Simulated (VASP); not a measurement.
# W (Pm-3n) in VASP: notebook, part 2 of 2

VASP 6.6.1.

## Step 3: Single point, PBEsol+D3(BJ)

Input file INCAR:

```
ALGO     = Fast           # electronic algorithm
EDIFF    = 1E-7           # SCF threshold, eV
ENCUT    = 520            # plane-wave cutoff, eV
GGA      = PS             # functional
ISIF     = 2              # what is computed and relaxed
ISMEAR   = -1             # smearing method
IVDW     = 12             # dispersion correction
LASPH    = True           # aspherical terms in the spheres
LCHARG   = True           # write CHGCAR
LELF     = True           # ELF
LREAL    = False          # projectors in reciprocal space
LVHAR    = True         
LWAVE    = False          # write WAVECAR
NBANDS   = 66             # bands
NELM     = 80             # most SCF steps
PREC     = Accurate       # precision mode
SIGMA    = 0.05           # smearing width, eV
```

Input file KPOINTS:

```
k-points
0
Gamma
  5 5 5
```

Input file POSCAR:

```
W
1.0
    5.0830000000      0.0000000000      0.0000000000
    0.0000000000      5.0830000000      0.0000000000
    0.0000000000      0.0000000000      5.0830000000
W
8
Direct
    0.5000000000      0.2500000000      0.0000000000
    0.5000000000      0.7500000000      0.0000000000
    0.7500000000      0.0000000000      0.5000000000
    0.2500000000      0.0000000000      0.5000000000
    0.0000000000      0.5000000000      0.7500000000
    0.0000000000      0.5000000000      0.2500000000
    0.5000000000      0.5000000000      0.5000000000
    0.0000000000      0.0000000000      0.0000000000
```

Potentials or basis: VASP PAW PBE potentials, release 64 (W_sv).

Command:

```sh
$ cat potpaw_PBE.64/W_sv/POTCAR > POTCAR
$ mpirun -np 1 vasp_std > vasp.out
```

OUTCAR:

```text
EDIFF = 1E-7
   ENCUT = 520
   GGA = PS
   ISIF = 2
   ISMEAR = -1
   IVDW = 12
   LASPH = True
   LREAL = False
   NELM = 80
   PREC = Accurate
 IVDW          = 12

 ion  position               nearest neighbor table
   1  0.500  0.250  0.000-   2 2.54   2 2.54   8 2.84   7 2.84   7 2.84   8 2.84   4 3.11   3 3.11
                             4 3.11   5 3.11   6 3.11   5 3.11   6 3.11   3 3.11
   2  0.500  0.750  0.000-   1 2.54   1 2.54   8 2.84   7 2.84   7 2.84   8 2.84   4 3.11   3 3.11
                             4 3.11   5 3.11   6 3.11   5 3.11   6 3.11   3 3.11
   3  0.750  0.000  0.500-   4 2.54   4 2.54   8 2.84   8 2.84   7 2.84   7 2.84   1 3.11   1 3.11
                             2 3.11   5 3.11   5 3.11   6 3.11   6 3.11   2 3.11
   4  0.250  0.000  0.500-   3 2.54   3 2.54   8 2.84   8 2.84   7 2.84   7 2.84   1 3.11   1 3.11
                             2 3.11   5 3.11   5 3.11   6 3.11   6 3.11   2 3.11
   5  0.000  0.500  0.750-   6 2.54   6 2.54   8 2.84   7 2.84   8 2.84   7 2.84   3 3.11   4 3.11
                             3 3.11   4 3.11   1 3.11   1 3.11   2 3.11   2 3.11
   6  0.000  0.500  0.250-   5 2.54   5 2.54   8 2.84   7 2.84   8 2.84   7 2.84   3 3.11   4 3.11
                             3 3.11   4 3.11   1 3.11   1 3.11   2 3.11   2 3.11
   7  0.500  0.500  0.500-   1 2.84   2 2.84   3 2.84   4 2.84   5 2.84   6 2.84   1 2.84   2 2.84
                             3 2.84   4 2.84   5 2.84   6 2.84
   8  0.000  0.000  0.000-   1 2.84   2 2.84   3 2.84   4 2.84   5 2.84   6 2.84   3 2.84   4 2.84
                             5 2.84   6 2.84   1 2.84   2 2.84

  LATTYP: Found a simple cubic cell.
 ALAT       =     5.0830000000

  Lattice vectors:

 A1 = (   5.0830000000,   0.0000000000,   0.0000000000)
 A2 = (   0.0000000000,   5.0830000000,   0.0000000000)
 A3 = (   0.0000000000,   0.0000000000,   5.0830000000)

Analysis of symmetry for initial positions (statically):
=====================================================================
 Subroutine PRICEL returns:
 Original cell was already a primitive cell.

 Routine SETGRP: Setting up the symmetry group for a
 simple cubic supercell.

 Subroutine GETGRP returns: Found 48 space group operations
 (whereof 24 operations were pure point group operations)
 out of a pool of 48 trial point group operations.

The static configuration has the point symmetry T_h .
 The point group associated with its full space group is O_h .

Analysis of symmetry for dynamics (positions and initial velocities):
=====================================================================
 Subroutine PRICEL returns:
 Original cell was already a primitive cell.

 Routine SETGRP: Setting up the symmetry group for a
 simple cubic supercell.

 Subroutine GETGRP returns: Found 48 space group operations
 (whereof 24 operations were pure point group operations)
 out of a pool of 48 trial point group operations.

The dynamic configuration has the point symmetry T_h .
 The point group associated with its full space group is O_h .

 Subroutine INISYM returns: Found 48 space group operations
 (whereof 24 operations are pure point group operations),
 and found     1 'primitive' translations

----------------------------------------------------------------------------------------

                                     Primitive cell

  volume of cell :     131.3289

  direct lattice vectors                    reciprocal lattice vectors
     5.083000000  0.000000000  0.000000000     0.196734212  0.000000000  0.000000000
[... 67 lines left out ...]
   total plane-waves  NPLWV =  64000
   dimension x,y,z NGX =    40 NGY =   40 NGZ =   40
   dimension x,y,z NGXF=    80 NGYF=   80 NGZF=   80
   ions per type =               8
   NGX,Y,Z   is equivalent  to a cutoff of  13.08, 13.08, 13.08 a.u.
   NGXF,Y,Z  is equivalent  to a cutoff of  26.17, 26.17, 26.17 a.u.
 SYSTEM =  unknown system
   PREC   = accura    normal or accurate (medium, high low for compatibility)
   ISTART =      0    job   : 0-new  1-cont  2-samecut
   ICHARG =      2    charge: 1-file 2-atom 10-const
   ISPIN  =      1    spin polarized calculation?
   LNONCOLLINEAR =      F non collinear calculations
   LSORBIT =      F    spin-orbit coupling
   LASPH  =      T    aspherical Exc in radial PAW
   ENCUT  =  520.0 eV  38.22 Ry    6.18 a.u.   9.45  9.45  9.45*2*pi/ulx,y,z
   NELM   =     80;   NELMIN=  2; NELMDL= -5     # of ELM steps
   EDIFF  = 0.1E-06   stopping-criterion for ELM
   LREAL  =      F    real-space projection
   EDIFFG = 0.1E-05   stopping-criterion for IOM
   NSW    =      0    number of steps for IOM
   IBRION =     -1    ionic relax: 0-MD 1-quasi-New 2-CG
   NFREE  =      0    steps in history (QN), initial steepest desc. (CG)
   ISIF   =      2    stress and relaxation
   ISYM   =      2    0-nonsym 1-usesym 2-fastsym
   POTIM  = 0.5000    time-step for ionic-motion
   TEBEG  =    0.0;   TEEND  =   0.0 temperature during run
   PSTRESS=    0.0 pullay stress
   NELECT =     112.0000    total number of electrons
   NUPDOWN=      -1.0000    fix difference up-down
   EMIN   =  10.00;   EMAX   =-10.00  energy-range for DOS
   EFERMI =   0.00;   METHOD = LEGACY
   ISMEAR =    -1;   SIGMA  =   0.05  broadening in eV -4-tet -1-fermi 0-gaus
   EFERMI_NEDOS =   21; number of points for ismear=-14 and -15
   IALGO  =     68    algorithm
   IMIX   =      4    mixing-type and parameters
     AMIX     =   0.40;   BMIX     =  1.00
     AMIX_MAG =   1.60;   BMIX_MAG =  1.00
  volume/ion in A,a.u.               =      16.42       110.78
  Fermi-wavevector in a.u.,A,eV,Ry     =   1.552485  2.933771 32.792891  2.410209
  Thomas-Fermi vector in A             =   2.656853
   LORBIT       =      0    0 simple, 1 ext, 2 COOP (PROOUT), +10 PAW based schemes
   GGA     = PS    functional components
   LHFCALC =     F    Hartree Fock is set to
   AEXX    =    0.0000 exact exchange contribution
   IVDW    =    12    specifies the selected vdW correction
   LEPSILON=     F    determine dielectric tensor
   LRPA    =     F    only Hartree local field effects (RPA)
 non-spin polarized calculation
 RMM-DIIS sequential band-by-band and
  energy-cutoff  :      520.00
  volume of cell :      131.33
 maximum number of plane-waves:      3575
 NGX is ok and might be reduce to    40
   NGX = 19   NGY = 19   NGZ = 19

 number of electron     111.9999988 magnetization

 Free energy of the ion-electron system (eV)
  ---------------------------------------------------
  ext. energy  EPLUGINS =         0.00000000
  ---------------------------------------------------
  free energy    TOTEN  =      -109.58600148 eV

  energy without entropy =     -109.56401840  energy(sigma->0) =     -109.57500994

 E-fermi :  10.5180     XC(G=0): -13.5479

 val. band max:       10.4595396937   @ k =   0.2000   0.0000   0.0000
 cond. band min:      10.5500105410   @ k =   0.4000   0.0000   0.0000
 fundamental gap:      0.0904708473
 Fermi energy:        10.5179541486

 k-point     1 :       0.0000    0.0000    0.0000
  band No.  band energies     occupation
      1     -63.4547      2.00000
      2     -63.4113      2.00000
      3     -63.4113      2.00000
      4     -63.2777      2.00000
      5     -63.2777      2.00000
      6     -63.2777      2.00000
[... 679 lines left out ...]
     65      13.0938      0.00000
     66      13.2109      0.00000

------------------------ aborting loop because EDIFF is reached ----------------------------------------

 Edisp (eV)   -5.74209

 E8    (eV) :    -4.2099

  FORCE on cell =-STRESS in cart. coord.  units (eV):
  Direction    XX          YY          ZZ          XY          YZ          ZX
  --------------------------------------------------------------------------------------
  -------------------------------------------------------------------------------------
  Total     -12.81112   -12.81112   -12.81112    -0.00000    -0.00000     0.00000
  in kB    -156.29227  -156.29227  -156.29227    -0.00000    -0.00000     0.00000
  external pressure =     -156.29 kB  Pullay stress =        0.00 kB

 VOLUME and BASIS-vectors are now :
 -----------------------------------------------------------------------------
  energy-cutoff  :      520.00
  volume of cell :      131.33
      direct lattice vectors                 reciprocal lattice vectors
     5.083000000  0.000000000  0.000000000     0.196734212  0.000000000  0.000000000
     0.000000000  5.083000000  0.000000000     0.000000000  0.196734212  0.000000000
     0.000000000  0.000000000  5.083000000     0.000000000  0.000000000  0.196734212

 POSITION                                       TOTAL-FORCE (eV/Angst)
 -----------------------------------------------------------------------------------
      2.54150      1.27075      0.00000        -0.000000     -0.000000      0.000000
      2.54150      3.81225      0.00000         0.000000     -0.000000     -0.000000
      3.81225      0.00000      2.54150         0.000000      0.000000      0.000000
      1.27075      0.00000      2.54150        -0.000000      0.000000     -0.000000
      0.00000      2.54150      3.81225        -0.000000     -0.000000     -0.000000
      0.00000      2.54150      1.27075        -0.000000      0.000000      0.000000
      2.54150      2.54150      2.54150        -0.000000     -0.000000      0.000000
      0.00000      0.00000      0.00000        -0.000000     -0.000000      0.000000
 -----------------------------------------------------------------------------------
    total drift:                                0.000000     -0.000000      0.000000

  FREE ENERGIE OF THE ION-ELECTRON SYSTEM (eV)
  ---------------------------------------------------
  free  energy   TOTEN  =      -115.3280914640 eV

  energy  without entropy=     -115.3061083798  energy(sigma->0) =     -115.31709992
```

It took 57 s on 1 thread of Intel Xeon 6975P-C (Granite Rapids), shared host; peak memory 0.27 GiB.

What came out:

```yaml
Free_energy: -115.3281 eV
Pressure: -15.6 GPa
Band_gap_on_the_k_mesh: zero (bands 56 and 57 overlap by 0.50 eV)
Dispersion_energy_per_atom: -0.718 eV
```

Levels at points of the mesh, in eV from the Fermi level:
```tsv
k point	band 54	band 55	band 56	band 57	band 58	band 59
(0.00, 0.00, 0.00)	-1.41	-0.43	-0.43	-0.43	1.63	1.63
```

Caveat: three body term missing; the cell stands under tension; the PAW data sets were made with another functional, which shifts forces and pressure a little; spin-orbit coupling is left out, which moves the levels of the heavy elements.

## Step 4: Single point, PBEsol+D3(BJ)

This run uses another cell than the first one, of 15.55 Å³/atom.

Input file INCAR:

```
SYSTEM = W
ALGO = Normal ; EDIFF = 1E-6
ENCUT = 520 ; GGA = PS
ISIF = 2 ; ISMEAR = -1
IVDW = 12 ; LASPH = .TRUE.
LCHARG = .FALSE. ; LREAL = .FALSE.
LWAVE = .FALSE. ; NBANDS = 66
NELM = 100 ; PREC = Accurate
SIGMA = 0.05
```

Input file KPOINTS:

```
k-points
0
G
  5 5 5
  0 0 0
```

Edit POSCAR of step 3 so:

```diff
@@ -2,5 +2,5 @@
 1.0
-    5.0830000000      0.0000000000      0.0000000000
-    0.0000000000      5.0830000000      0.0000000000
-    0.0000000000      0.0000000000      5.0830000000
+    4.9919931072      0.0000000000      0.0000000000
+    0.0000000000      4.9919931072      0.0000000000
+    0.0000000000      0.0000000000      4.9919931072
 W
```

Potentials or basis: VASP PAW PBE potentials, release 64 (W_sv).

Command:

```sh
$ cat potpaw_PBE.64/W_sv/POTCAR > POTCAR
$ mpirun -np 1 vasp_std > vasp.out
```

OUTCAR:

```text
SYSTEM = W
   EDIFF = 1E-6
   ENCUT = 520
   GGA = PS
   ISIF = 2
   ISMEAR = -1
   IVDW = 12
   LASPH = .TRUE.
   LREAL = .FALSE.
   NELM = 100
   PREC = Accurate
 IVDW          = 12

 ion  position               nearest neighbor table
   1  0.500  0.250  0.000-   2 2.50   2 2.50   8 2.79   7 2.79   7 2.79   8 2.79   4 3.06   3 3.06
                             4 3.06   5 3.06   6 3.06   5 3.06   6 3.06   3 3.06
   2  0.500  0.750  0.000-   1 2.50   1 2.50   8 2.79   7 2.79   7 2.79   8 2.79   4 3.06   3 3.06
                             4 3.06   5 3.06   6 3.06   5 3.06   6 3.06   3 3.06
   3  0.750  0.000  0.500-   4 2.50   4 2.50   8 2.79   8 2.79   7 2.79   7 2.79   1 3.06   1 3.06
                             2 3.06   5 3.06   5 3.06   6 3.06   6 3.06   2 3.06
   4  0.250  0.000  0.500-   3 2.50   3 2.50   8 2.79   8 2.79   7 2.79   7 2.79   1 3.06   1 3.06
                             2 3.06   5 3.06   5 3.06   6 3.06   6 3.06   2 3.06
   5  0.000  0.500  0.750-   6 2.50   6 2.50   8 2.79   7 2.79   8 2.79   7 2.79   3 3.06   4 3.06
                             3 3.06   4 3.06   1 3.06   1 3.06   2 3.06   2 3.06
   6  0.000  0.500  0.250-   5 2.50   5 2.50   8 2.79   7 2.79   8 2.79   7 2.79   3 3.06   4 3.06
                             3 3.06   4 3.06   1 3.06   1 3.06   2 3.06   2 3.06
   7  0.500  0.500  0.500-   1 2.79   2 2.79   3 2.79   4 2.79   5 2.79   6 2.79   1 2.79   2 2.79
                             3 2.79   4 2.79   5 2.79   6 2.79
   8  0.000  0.000  0.000-   1 2.79   2 2.79   3 2.79   4 2.79   5 2.79   6 2.79   3 2.79   4 2.79
                             5 2.79   6 2.79   1 2.79   2 2.79

  LATTYP: Found a simple cubic cell.
 ALAT       =     4.9919931072

  Lattice vectors:

 A1 = (   4.9919931072,   0.0000000000,   0.0000000000)
 A2 = (   0.0000000000,   4.9919931072,   0.0000000000)
 A3 = (   0.0000000000,   0.0000000000,   4.9919931072)

Analysis of symmetry for initial positions (statically):
=====================================================================
 Subroutine PRICEL returns:
 Original cell was already a primitive cell.

 Routine SETGRP: Setting up the symmetry group for a
 simple cubic supercell.

[... 143 lines left out ...]
   LHFCALC =     F    Hartree Fock is set to
   AEXX    =    0.0000 exact exchange contribution
   IVDW    =    12    specifies the selected vdW correction
   LEPSILON=     F    determine dielectric tensor
   LRPA    =     F    only Hartree local field effects (RPA)
 non-spin polarized calculation
  energy-cutoff  :      520.00
  volume of cell :      124.40
 maximum number of plane-waves:      3407
 NGX is ok and might be reduce to    40
   NGX = 19   NGY = 19   NGZ = 19

 number of electron     111.9999977 magnetization

 Free energy of the ion-electron system (eV)
  ---------------------------------------------------
  ext. energy  EPLUGINS =         0.00000000
  ---------------------------------------------------
  free energy    TOTEN  =      -109.59639789 eV

  energy without entropy =     -109.57704966  energy(sigma->0) =     -109.58672378

 E-fermi :  11.2798     XC(G=0): -13.8541

 val. band max:       11.1762021933   @ k =   0.2000   0.0000   0.0000
 cond. band min:      11.3176416270   @ k =   0.4000   0.0000   0.0000
 fundamental gap:      0.1414394337
 Fermi energy:        11.2798103596

 k-point     1 :       0.0000    0.0000    0.0000
  band No.  band energies     occupation
      1     -62.6111      2.00000
      2     -62.5528      2.00000
      3     -62.5528      2.00000
      4     -62.3879      2.00000
      5     -62.3879      2.00000
      6     -62.3879      2.00000
[... 679 lines left out ...]
     65      14.0440      0.00000
     66      14.0600      0.00000

------------------------ aborting loop because EDIFF is reached ----------------------------------------

 Edisp (eV)   -6.06463

 E8    (eV) :    -4.4462

  FORCE on cell =-STRESS in cart. coord.  units (eV):
  Direction    XX          YY          ZZ          XY          YZ          ZX
  --------------------------------------------------------------------------------------
  -------------------------------------------------------------------------------------
  Total       0.66447     0.66447     0.66447    -0.00000     0.00000     0.00000
  in kB       8.55778     8.55778     8.55778    -0.00000     0.00000     0.00000
  external pressure =        8.56 kB  Pullay stress =        0.00 kB

 VOLUME and BASIS-vectors are now :
 -----------------------------------------------------------------------------
  energy-cutoff  :      520.00
  volume of cell :      124.40
      direct lattice vectors                 reciprocal lattice vectors
     4.991993107  0.000000000  0.000000000     0.200320789  0.000000000  0.000000000
     0.000000000  4.991993107  0.000000000     0.000000000  0.200320789  0.000000000
     0.000000000  0.000000000  4.991993107     0.000000000  0.000000000  0.200320789

 POSITION                                       TOTAL-FORCE (eV/Angst)
 -----------------------------------------------------------------------------------
      2.49600      1.24800      0.00000        -0.000000     -0.000000     -0.000000
      2.49600      3.74399      0.00000         0.000000      0.000000     -0.000000
      3.74399      0.00000      2.49600        -0.000000     -0.000000     -0.000000
      1.24800      0.00000      2.49600         0.000000      0.000000      0.000000
      0.00000      2.49600      3.74399        -0.000000     -0.000000     -0.000000
      0.00000      2.49600      1.24800        -0.000000     -0.000000     -0.000000
      2.49600      2.49600      2.49600        -0.000000      0.000000     -0.000000
      0.00000      0.00000      0.00000        -0.000000      0.000000     -0.000000
 -----------------------------------------------------------------------------------
    total drift:                               -0.000000     -0.000000      0.000000

  FREE ENERGIE OF THE ION-ELECTRON SYSTEM (eV)
  ---------------------------------------------------
  free  energy   TOTEN  =      -115.6610304973 eV

  energy  without entropy=     -115.6416822642  energy(sigma->0) =     -115.65135638
```

OSZICAR:

```text
N       E                     dE             d eps       ncg     rms          rms(c)
DAV:   1     0.161462520401E+04    0.16146E+04   -0.63155E+04  1320   0.202E+03
DAV:   2     0.104602672923E+02   -0.16042E+04   -0.15664E+04  1320   0.666E+02
DAV:   3    -0.109059273373E+03   -0.11952E+03   -0.11161E+03  1500   0.160E+02
DAV:   4    -0.114735879940E+03   -0.56766E+01   -0.54288E+01  1584   0.291E+01
DAV:   5    -0.114889020470E+03   -0.15314E+00   -0.15225E+00  1552   0.465E+00    0.646E+01
DAV:   6    -0.110796223687E+03    0.40928E+01   -0.56685E+00  1514   0.143E+01    0.267E+01
DAV:   7    -0.109663043501E+03    0.11332E+01   -0.33890E+00  1536   0.107E+01    0.179E+00
DAV:   8    -0.109619261624E+03    0.43782E-01   -0.25753E-01  1660   0.407E+00    0.107E+00
DAV:   9    -0.109596547745E+03    0.22714E-01   -0.35401E-02  1584   0.136E+00    0.252E-01
DAV:  10    -0.109596416816E+03    0.13093E-03   -0.25861E-03  1636   0.374E-01    0.102E-01
DAV:  11    -0.109596403099E+03    0.13717E-04   -0.19658E-04  1568   0.716E-02    0.275E-02
DAV:  12    -0.109596399882E+03    0.32163E-05   -0.15124E-05  1526   0.239E-02    0.849E-03
DAV:  13    -0.109596398178E+03    0.17049E-05   -0.22969E-06  1040   0.121E-02    0.382E-03
DAV:  14    -0.109596397892E+03    0.28512E-06   -0.27306E-07   870   0.349E-03
   1 F= -.11566103E+03 E0= -.11565136E+03  d E =-.193482E-01
```

It took 45 s on 1 thread of Intel Xeon 6975P-C (Granite Rapids), shared host; peak memory 0.27 GiB.

What came out:

| Property | Result |
| --- | --- |
| Free energy | -115.6610 eV |
| Pressure | 0.9 GPa |
| Band gap on the k mesh | zero (bands 56 and 57 overlap by 0.61 eV) |
| Dispersion energy per atom | -0.758 eV |

Levels at points of the mesh, in eV from the Fermi level:
| k point | band 54 | band 55 | band 56 | band 57 | band 58 | band 59 |
| --- | --- | --- | --- | --- | --- | --- |
| (0.00, 0.00, 0.00) | -1.51 | -0.49 | -0.49 | -0.49 | 1.74 | 1.74 |

Caveat: the PAW data sets were made with another functional, which shifts forces and pressure a little; spin-orbit coupling is left out, which moves the levels of the heavy elements.

## Step 5: Summary

```csv
task,level,cell,cutoff (eV),gap on the mesh (eV),pressure (GPa)
relaxation of cell and atoms,PBEsol+D4,"relaxed from a = 5.083 Å, 8 atoms",600,none,0.0
single point,PBEsol+D3(BJ),"a = 5.083 Å, 8 atoms",520,none,-15.6
single point,PBEsol+D3(BJ),"a = 4.992 Å, 8 atoms",520,none,0.9
```

Alike in all rows: potentials or basis VASP PAW PBE potentials, release 64 (W_sv); no spin polarisation; k mesh 5 × 5 × 5; smearing fermi-dirac 0.05 eV.

Caveats: the PAW data sets were made with another functional, which shifts forces and pressure a little; spin-orbit coupling is left out, which moves the levels of the heavy elements; three body term missing (at least some runs); the cell stands under tension (at least some runs).

Total energies depend on the potentials used, so only differences within one code and one set of settings carry meaning.

The gap in the log of VASP goes by the Fermi energy; the results here count the filled bands.